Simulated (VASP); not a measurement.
# V2N3 (P-3m1) in VASP: notebook, part 2 of 2

VASP 6.6.1. The steps go on from the part before.

## (3) Single point, PBEsol (strain +0.0450 x Voigt [1, 1, 0, 0, 0, 0])

INCAR reads:

```
  PREC = Accurate
  ENCUT = 520
  EDIFF = 1E-6
  ISMEAR = 0
  SIGMA = 0.15
  LREAL = F
  LASPH = T
  NELM = 60
  ALGO = Normal
  ISIF = 2
  LWAVE = F
  LCHARG = F
  GGA = PS
  NBANDS = 28
```

KPOINTS reads:

```
Automatic mesh
0
Gamma
  18 18 8
```

POSCAR reads:

```
V2N3
1.0
    2.9048774085      0.0000000000      0.0000000000
   -1.4524387042      2.5156976306      0.0000000000
    0.0000000000      0.0000000000      6.1963538749
V N
2 3
Direct
    0.6666666667      0.3333333333      0.3021155180
    0.3333333333      0.6666666667      0.6978844820
    0.0000000000      0.0000000000      0.5000000000
    0.0000000000      0.0000000000      0.1074399115
    0.0000000000      0.0000000000      0.8925600885
```

Potentials or basis: VASP PAW PBE potentials, release 64 (V_sv, N).

Launch:

```console
> cat potpaw_PBE.64/V_sv/POTCAR potpaw_PBE.64/N/POTCAR > POTCAR
> mpirun -np 1 vasp_std > vasp.out
```

OUTCAR:

```text
PREC = Accurate
   ENCUT = 520
   EDIFF = 1E-6
   ISMEAR = 0
   LREAL = F
   LASPH = T
   NELM = 60
   ISIF = 2
   GGA = PS

 ion  position               nearest neighbor table
   1  0.667  0.333  0.302-   4 2.07   4 2.07   4 2.07   3 2.08   3 2.08   3 2.08
   2  0.333  0.667  0.698-   5 2.07   5 2.07   5 2.07   3 2.08   3 2.08   3 2.08
   3  0.000  0.000  0.500-   1 2.08   2 2.08   2 2.08   1 2.08   1 2.08   2 2.08
   4  0.000  0.000  0.107-   5 1.33   1 2.07   1 2.07   1 2.07
[... 950 lines left out ...]
  --------------------------------------------------------------------------------------
  -------------------------------------------------------------------------------------
  Total       -7.3397184     -7.3397184     -2.6303124     -0.0000000      0.0000000      0.0000000
  in kB     -259.6973491   -259.6973491    -93.0669438     -0.0000000      0.0000000      0.0000000
  external PRESSURE =    -204.1538807 kB  Pullay stress =       0.0000000 kB

 VOLUME and BASIS-vectors are now :
 -----------------------------------------------------------------------------
  energy-cutoff  :      520.00
  volume of cell :       45.28
      direct lattice vectors                 reciprocal lattice vectors
     2.904877408  0.000000000  0.000000000     0.344248607  0.198752026  0.000000000
    -1.452438704  2.515697631  0.000000000     0.000000000  0.397504051  0.000000000
     0.000000000  0.000000000  6.196353875     0.000000000  0.000000000  0.161385231

 POSITION                                       TOTAL-FORCE (eV/Angst)
 -----------------------------------------------------------------------------------
      1.45244      0.83857      1.87201         0.000000     -0.000000      0.151242
     -0.00000      1.67713      4.32434        -0.000000      0.000000     -0.151242
      0.00000      0.00000      3.09818         0.000000      0.000000      0.000000
      0.00000      0.00000      0.66574         0.000000      0.000000      0.419948
      0.00000      0.00000      5.53062         0.000000     -0.000000     -0.419948
 -----------------------------------------------------------------------------------
    total drift:                               -0.000000      0.000000      0.000000

  FREE ENERGIE OF THE ION-ELECTRON SYSTEM (eV)
  ---------------------------------------------------
  free  energy   TOTEN  =       -49.5805666333 eV

  energy  without entropy=      -49.5492157673  energy(sigma->0) =      -49.56489120
```

stdout:

```text
POSCAR found type information on POSCAR V N
 POSCAR found :  2 types and       5 ions
 scaLAPACK will be used
 -----------------------------------------------------------------------------
|                                                                             |
|                                                                             |
|     You enforced a specific xc type in the INCAR file but a different       |
|     I HOPE YOU KNOW WHAT YOU ARE DOING!                                     |
|                                                                             |
 -----------------------------------------------------------------------------

 LDA part: xc-table for (Slater+PW92), standard interpolation
 POSCAR, INCAR and KPOINTS ok, starting setup
 FFT: planning ... GRIDC
 FFT: planning ... GRID_SOFT
 FFT: planning ... GRID
 WAVECAR not read
 entering main loop
```

Wall time 4.8 min (1 thread of Intel Xeon 6975P-C, shared host); peak memory 0.38 GiB.

Results:

```
Free energy   : -49.5806 eV
Pressure      : -20.4 GPa
Largest force : 0.420 eV/Å
```

Forces in eV/Å, atoms in the order of the input:
```
V    0.000  0.000  0.151
V    0.000  0.000 -0.151
N    0.000  0.000  0.000
N    0.000  0.000  0.420
N    0.000  0.000 -0.420
```

Stress tensor (GPa, compression positive):
```
-25.97   0.00   0.00
  0.00 -25.97   0.00
  0.00   0.00  -9.31
```

Caveat: the cell differs from its parent crystal (strain +0.0450 x Voigt [1, 1, 0, 0, 0, 0]); the PAW data sets were made with another functional, which shifts forces and pressure a little; the run has no spin polarisation, though such a crystal can be magnetic.

## (4) Single point, PBEsol (strain +0.0525 x Voigt [1, 1, 0, 0, 0, 0])

INCAR reads:

```
SYSTEM = V2N3
PREC = Accurate ; ENCUT = 520
EDIFF = 1E-6 ; ISMEAR = 0
SIGMA = 0.15 ; LREAL = .False.
LASPH = .True. ; NELM = 80
ALGO = Normal ; ISIF = 2
LWAVE = .False. ; LCHARG = .True.
GGA = PS ; LELF = .True.
LVHAR = .True. ; NBANDS = 28
```

KPOINTS reads:

```
Automatic mesh
0
Gamma
  18 18 8
  0 0 0
```

Changes to POSCAR since step 3:

```diff
@@ -2,4 +2,4 @@
 1.0
-    2.9048774085      0.0000000000      0.0000000000
-   -1.4524387042      2.5156976306      0.0000000000
+    2.9257258109      0.0000000000      0.0000000000
+   -1.4628629055      2.5337528768      0.0000000000
     0.0000000000      0.0000000000      6.1963538749
```

Launch:

```console
> cat potpaw_PBE.64/V_sv/POTCAR potpaw_PBE.64/N/POTCAR > POTCAR
> mpirun -np 1 vasp_std > vasp.out
```

It took 4.3 min on 1 thread of Intel Xeon 6975P-C, shared host; peak memory 0.39 GiB.

It converged, with:

```
Free energy   : -49.4690 eV
Pressure      : -23.1 GPa
Largest force : 0.450 eV/Å
```

Forces in eV/Å, atoms in the order of the input:
```
V    0.000  0.000  0.180
V    0.000  0.000 -0.180
N    0.000  0.000  0.000
N    0.000  0.000  0.450
N    0.000  0.000 -0.450
```

Stress tensor (GPa, compression positive):
```
-29.32   0.00   0.00
  0.00 -29.32   0.00
  0.00   0.00 -10.54
```

Levels at points of the mesh, in eV from the Fermi level:
```tsv
k point	band 17	band 18	band 19	band 20	band 21	band 22	band 23	band 24
(0.00, 0.00, 0.00)	-3.72	-2.05	-2.05	-0.51	0.19	0.19	1.10	1.76
(0.50, 0.00, 0.00)	-4.01	-3.08	-1.33	-1.13	0.36	1.35	1.53	1.78
(0.00, 0.00, 0.50)	-3.06	-1.22	-1.22	-1.08	0.09	0.09	0.91	0.91
(0.50, 0.00, 0.50)	-4.33	-2.07	-1.55	-0.83	0.37	1.30	1.79	1.98
```

Caveat: the cell differs from its parent crystal (strain +0.0525 x Voigt [1, 1, 0, 0, 0, 0]); the PAW data sets were made with another functional, which shifts forces and pressure a little; the run has no spin polarisation, though such a crystal can be magnetic.

## (5) Single point, PBEsol (strain +0.0600 x Voigt [1, 1, 0, 0, 0, 0])

INCAR reads:

```
SYSTEM = V2N3
PREC     = Accurate       ! precision mode
ENCUT    = 520            ! plane-wave cutoff, eV
EDIFF    = 1E-6           ! SCF threshold, eV
ISMEAR   = 0              ! smearing method
SIGMA    = 0.15           ! smearing width, eV
LREAL    = .FALSE.        ! projectors in reciprocal space
LASPH    = .TRUE.         ! aspherical terms in the spheres
NELM     = 80             ! most SCF steps
ALGO     = Normal         ! electronic algorithm
ISIF     = 2              ! what is computed and relaxed
LWAVE    = .FALSE.        ! write WAVECAR
LCHARG   = .FALSE.        ! write CHGCAR
GGA      = PS             ! functional
NBANDS   = 28             ! bands
```

KPOINTS reads:

```
Automatic mesh
0
G
  18 18 8
  0 0 0
```

Changes to POSCAR since step 4:

```diff
@@ -2,4 +2,4 @@
 1.0
-    2.9257258109      0.0000000000      0.0000000000
-   -1.4628629055      2.5337528768      0.0000000000
+    2.9465742134      0.0000000000      0.0000000000
+   -1.4732871067      2.5518081229      0.0000000000
     0.0000000000      0.0000000000      6.1963538749
```

Launch:

```console
> cat potpaw_PBE.64/V_sv/POTCAR potpaw_PBE.64/N/POTCAR > POTCAR
> mpirun -np 1 vasp_std > vasp.out
```

Run time: 4.5 min. Hardware: 1 thread of Intel Xeon 6975P-C, shared host; peak memory 0.39 GiB.

It converged, with:

```yaml
Free_energy: -49.3434 eV
Pressure: -25.4 GPa
Largest_force: 0.474 eV/Å
```

Forces on the atoms (eV/Å):
```
V    0.000  0.000  0.210
V    0.000  0.000 -0.210
N    0.000  0.000  0.000
N    0.000  0.000  0.474
N    0.000  0.000 -0.474
```

Stress tensor (GPa, compression positive):
```
-32.31   0.00   0.00
  0.00 -32.31   0.00
  0.00   0.00 -11.53
```

Levels at points of the mesh, in eV from the Fermi level:
```tsv
k point	band 18	band 19	band 20	band 21	band 22	band 23
(0.00, 0.00, 0.00)	-2.04	-2.04	-0.50	0.16	0.16	1.09
(0.50, 0.00, 0.00)	-3.03	-1.32	-1.11	0.38	1.29	1.47
(0.00, 0.00, 0.50)	-1.22	-1.22	-1.03	0.08	0.08	0.87
(0.50, 0.00, 0.50)	-2.04	-1.51	-0.85	0.37	1.24	1.72
```

Caveat: the cell differs from its parent crystal (strain +0.0600 x Voigt [1, 1, 0, 0, 0, 0]); the PAW data sets were made with another functional, which shifts forces and pressure a little; the run has no spin polarisation, though such a crystal can be magnetic.

## (6) The runs side by side

```tsv
cell	gap on the mesh (eV)	pressure (GPa)	largest force (eV/Å)
a = 2.863, b = 2.863, c = 6.196 Å, angles 90.0, 90.0, 120.0°, 5 atoms	none	-14.3	0.34
a = 2.905, b = 2.905, c = 6.196 Å, angles 90.0, 90.0, 120.0°, 5 atoms	none	-20.4	0.42
a = 2.926, b = 2.926, c = 6.196 Å, angles 90.0, 90.0, 120.0°, 5 atoms	none	-23.1	0.45
a = 2.947, b = 2.947, c = 6.196 Å, angles 90.0, 90.0, 120.0°, 5 atoms	none	-25.4	0.47
```

Alike in all rows: task single point; level PBEsol; potentials or basis VASP PAW PBE potentials, release 64 (V_sv, N); no spin polarisation; k mesh 18 × 18 × 8; cutoff (eV) 520; smearing gaussian 0.15 eV.

Caveats: the PAW data sets were made with another functional, which shifts forces and pressure a little; the run has no spin polarisation, though such a crystal can be magnetic.

Total energies depend on the potentials used, so only differences within one code and one set of settings carry meaning.
